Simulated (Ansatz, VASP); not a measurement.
# One calculation of Ta2N, two programs

INCAR

```
SYSTEM = Ta2N
PREC = Accurate ; ENCUT = 520
EDIFF = 1E-6 ; ISMEAR = 0
SIGMA = 0.15 ; LREAL = .FALSE.
LASPH = .TRUE. ; NELM = 60
ALGO = Normal ; ISIF = 2
LWAVE = .FALSE. ; LCHARG = .FALSE.
GGA = PS ; NBANDS = 20
```

The input KPOINTS:

```
Automatic mesh
0
G
  18 18 10
  0 0 0
```

The input POSCAR:

```
Ta2N
1.0
    3.0786153869      0.0000000000      0.0000000000
   -1.5393076935      2.6661591336      0.0000000000
    0.0000000000      0.0000000000      4.8232571780
Ta N
2 1
Direct
    0.6947970206      0.3895940411      0.7462554481
    0.3052029794      0.6104059589      0.2537445519
    0.0000000000      0.0000000000      0.0000000000
```

Input for Ansatz:

```yaml
crystal:
  lattice:
    - [3.0786153869, 0.0, 0.0]
    - [-1.5393076935, 2.6661591336, 0.0]
    - [0.0, 0.0, 4.823257178]
  atoms:
    - { symbol: Ta, position: [0.6947970206, 0.3895940411, 0.7462554481] }
    - { symbol: Ta, position: [0.3052029794, 0.6104059589, 0.2537445519] }
    - { symbol: "N", position: [0.0, 0.0, 0.0] }
basis:
  ecutwfc: 420
kpoints:
  mp_grid: { grid: [18, 18, 10] }
hamiltonian:
  xc: pbesol
scf:
  occupations: { method: gaussian, width: 0.15 }
output:
  forces: true
  stress: true
  eigenvalues: true
  write_density: true
  write_potential: true
  elf: true
  volumetric_format: npy
```

Change from the starting cell: mode 4 (105.5 1/cm) frozen in, largest displacement -0.150 Å.

Alike in both runs: task single point; functional PBEsol; k mesh 18 × 18 × 10; occupations gaussian, width 0.15 eV; no spin polarisation.

|  | VASP | Ansatz |
| --- | --- | --- |
| version | VASP 6.6.1 | Ansatz 0.2.0 |
| potentials or method | VASP PAW PBE potentials, release 64 (Ta_pv, N), cutoff 520 eV | scalar-relativistic, plane waves, PAW |
| valence electrons in the cell | 27 | 31 |

```csv
,VASP,Ansatz,Ansatz less VASP
gap on the k mesh at the Fermi level (eV),none,none,-
pressure (GPa),4.2,3.6,-0.63
"traceless stress, the component that is largest in VASP (GPa)",9.70,9.55,-0.146
rms of the force components (eV/Å),0.650,0.632,-0.0177
```

VASP's potentials were made for PBE, not for PBEsol. Atom by atom the forces differ by 0.031 eV/Å (rms over components). A gap of «none» marks a metal or a gap that the smearing closes. The functional is the same, so the differences come from potentials, cutoffs and numerics. VASP's potentials hold 27 valence electrons a cell and Ansatz's 31, so a difference there can come from the potentials and not from the codes.

Spin-orbit coupling is off throughout.
